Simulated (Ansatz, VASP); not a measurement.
## Cd in VASP and in Ansatz

Contents of POSCAR:

```
Cd
1.0
   -1.7843220000      1.7843220000      1.7843220000
    1.7843220000     -1.7843220000      1.7843220000
    1.7843220000      1.7843220000     -1.7843220000
Cd
1
Direct
    0.0000000000      0.0000000000      0.0000000000
```

Contents of INCAR.step1:

```
ALGO     = Normal         # electronic algorithm
EDIFF    = 1E-4           # SCF threshold, eV
ENCUT    = 520            # plane-wave cutoff, eV
GGA      = PE             # functional
ISMEAR   = 0              # smearing method
LASPH    = True           # aspherical terms in the spheres
LCHARG   = False          # write CHGCAR
LREAL    = False          # projectors in reciprocal space
LWAVE    = True           # write WAVECAR
NBANDS   = 12             # bands
NELM     = 100            # most SCF steps
PREC     = Accurate       # precision mode
SIGMA    = 0.15           # smearing width, eV
```

INCAR.step2

```
ALGO     = Normal         # electronic algorithm
EDIFF    = 1E-6           # SCF threshold, eV
ENCUT    = 520            # plane-wave cutoff, eV
ISIF     = 2              # what is computed and relaxed
ISMEAR   = 0              # smearing method
ISTART   = 1            
LASPH    = True           # aspherical terms in the spheres
LCHARG   = True           # write CHGCAR
LELF     = True           # ELF
LMIXTAU  = True         
LREAL    = False          # projectors in reciprocal space
LVHAR    = True         
LWAVE    = False          # write WAVECAR
METAGGA  = R2SCAN         # meta-GGA
NBANDS   = 12             # bands
NELM     = 100            # most SCF steps
PREC     = Accurate       # precision mode
SIGMA    = 0.15           # smearing width, eV
```

The input KPOINTS:

```
k-points
0
Gamma
  20 20 20
```

Input for Ansatz:

```yaml
crystal:
  lattice:
    - [-1.784322, 1.784322, 1.784322]
    - [1.784322, -1.784322, 1.784322]
    - [1.784322, 1.784322, -1.784322]
  atoms:
    - { symbol: Cd, position: [0.0, 0.0, 0.0] }
basis:
  ecutwfc: 500
kpoints:
  mp_grid: { grid: [20, 20, 20] }
hamiltonian:
  xc: r2scan
scf:
  occupations: { method: gaussian, width: 0.15 }
output:
  forces: true
  stress: true
  eigenvalues: true
```

Alike in both runs: task single point; functional r2SCAN; k mesh 20 × 20 × 20; occupations gaussian, width 0.15 eV; no spin polarisation.

|  | VASP | Ansatz |
| --- | --- | --- |
| version | VASP 6.6.1 | Ansatz 0.2.0 |
| potentials or method | VASP PAW PBE potentials, release 64 (Cd), cutoff 520 eV | scalar-relativistic, plane waves, PAW |
| valence electrons in the cell | 12 | 20 |

|  | VASP | Ansatz | Ansatz less VASP |
| --- | --- | --- | --- |
| gap on the k mesh at the Fermi level (eV) | none | none | - |
| pressure (GPa) | -1.0 | -1.3 | -0.22 |

VASP's potentials were made for PBE, not for r2SCAN. A gap of «none» marks a metal or a gap that the smearing closes. VASP's potentials hold 12 valence electrons a cell and Ansatz's 20, so a difference there can come from the potentials and not from the codes.
